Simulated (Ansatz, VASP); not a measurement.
Two plane-wave programs on GaN

The input INCAR:

```
SYSTEM = GaN
PREC     = Accurate       ! precision mode
ENCUT    = 600            ! plane-wave cutoff, eV
EDIFF    = 1E-6           ! SCF threshold, eV
ISMEAR   = 0              ! smearing method
SIGMA    = 0.03           ! smearing width, eV
LREAL    = .FALSE.        ! projectors in reciprocal space
LASPH    = .TRUE.         ! aspherical terms in the spheres
NELM     = 120            ! most SCF steps
ALGO     = Normal         ! electronic algorithm
ISIF     = 2              ! what is computed and relaxed
LWAVE    = .FALSE.        ! write WAVECAR
LCHARG   = .TRUE.         ! write CHGCAR
GGA      = PS             ! functional
LELF     = .TRUE.         ! ELF
LVHAR    = .TRUE.       
NBANDS   = 16             ! bands
GGA_COMPAT= .FALSE.
```

Contents of KPOINTS:

```
Automatic mesh
0
G
  12 12 12
  0 0 0
```

POSCAR

```
GaN
1.0
    0.0000000000      2.0521624233      2.0521624233
    2.0521624233      0.0000000000      2.0521624233
    2.0521624233      2.0521624233      0.0000000000
Ga N
1 1
Direct
    0.0000000000      0.0000000000      0.0000000000
    0.5000000000      0.5000000000      0.5000000000
```

Input for Ansatz:

```yaml
crystal:
  lattice:
    - [0.0, 2.0521624233, 2.0521624233]
    - [2.0521624233, 0.0, 2.0521624233]
    - [2.0521624233, 2.0521624233, 0.0]
  atoms:
    - { symbol: Ga, position: [0.0, 0.0, 0.0] }
    - { symbol: "N", position: [0.5, 0.5, 0.5] }
scf:
  occupations: { method: gaussian, width: 0.03 }
output:
  forces: true
  stress: true
  eigenvalues: true
  write_density: true
  write_potential: true
  elf: true
  volumetric_format: npy
hamiltonian:
  xc: pbesol
basis:
  ecutwfc: 520
kpoints:
  mp_grid: { grid: [12, 12, 12] }
```

Alike in both runs: task single point; functional PBEsol; k mesh 12 × 12 × 12; occupations gaussian, width 0.03 eV; no spin polarisation.

|  | VASP | Ansatz |
| --- | --- | --- |
| version | VASP 6.6.1 | Ansatz 0.2.0 |
| potentials or method | VASP PAW PBE potentials, release 64 (Ga_d, N), cutoff 600 eV | scalar-relativistic, plane waves, PAW |
| valence electrons in the cell | 18 | 18 |

```tsv
	VASP	Ansatz	Ansatz less VASP
gap on the k mesh at the Fermi level (eV)	1.08	1.09	+0.011
least direct gap on the mesh (eV)	3.92	3.90	-0.021
pressure (GPa)	23.7	23.3	-0.37
```

VASP's potentials were made for PBE, not for PBEsol.
